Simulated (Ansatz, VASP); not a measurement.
**Two plane-wave programs on Au**

Contents of INCAR:

```
SYSTEM = Au
  PREC = Accurate
  ENCUT = 520
  EDIFF = 1E-6
  ISMEAR = 0
  SIGMA = 0.15
  LREAL = .False.
  LASPH = .True.
  NELM = 60
  ALGO = Fast
  ISIF = 2
  LWAVE = .False.
  LCHARG = .False.
  GGA = PS
  NBANDS = 18
```

The input KPOINTS:

```
Automatic mesh
0
Gamma
  24 24 12
  0 0 0
```

Contents of POSCAR:

```
Au
1.0
    2.9368198740      0.0000000000      0.0000000000
   -1.4684099370      2.5433606173      0.0000000000
    0.0000000000      0.0000000000      4.7905780137
Au
2
Direct
    0.3333333333      0.6666666667      0.7500000000
    0.6666666667      0.3333333333      0.2500000000
```

Input for Ansatz:

```yaml
crystal:
  lattice:
    - [2.936819874, 0.0, 0.0]
    - [-1.468409937, 2.5433606173, 0.0]
    - [0.0, 0.0, 4.7905780137]
  atoms:
    - { symbol: Au, position: [0.3333333333, 0.6666666667, 0.75] }
    - { symbol: Au, position: [0.6666666667, 0.3333333333, 0.25] }
basis:
  ecutwfc: 420
kpoints:
  mp_grid: { grid: [24, 24, 12] }
hamiltonian:
  xc: pbesol
scf:
  occupations: { method: gaussian, width: 0.15 }
output:
  forces: true
  stress: true
  eigenvalues: true
```

Change from the starting cell: strain +0.025 along x and y, +0.000 along z, atoms carried along.

Alike in both runs: task single point; functional PBEsol; k mesh 24 × 24 × 12; occupations gaussian, width 0.15 eV; no spin polarisation.

|  | VASP | Ansatz |
| --- | --- | --- |
| version | VASP 6.6.1 | Ansatz 0.2.0 |
| potentials or method | VASP PAW PBE potentials, release 64 (Au), cutoff 520 eV | scalar-relativistic, plane waves, PAW |
| valence electrons in the cell | 22 | 38 |

|  | VASP | Ansatz | Ansatz less VASP |
| --- | --- | --- | --- |
| gap on the k mesh at the Fermi level (eV) | none | none | - |
| pressure (GPa) | -7.5 | -7.3 | +0.17 |
| traceless stress, the component that is largest in VASP (GPa) | 1.26 | 1.27 | +0.013 |

VASP's potentials were made for PBE, not for PBEsol. A gap of «none» marks a metal or a gap that the smearing closes. VASP's potentials hold 22 valence electrons a cell and Ansatz's 38, so a difference there can come from the potentials and not from the codes.

Neither program's run includes spin-orbit coupling.
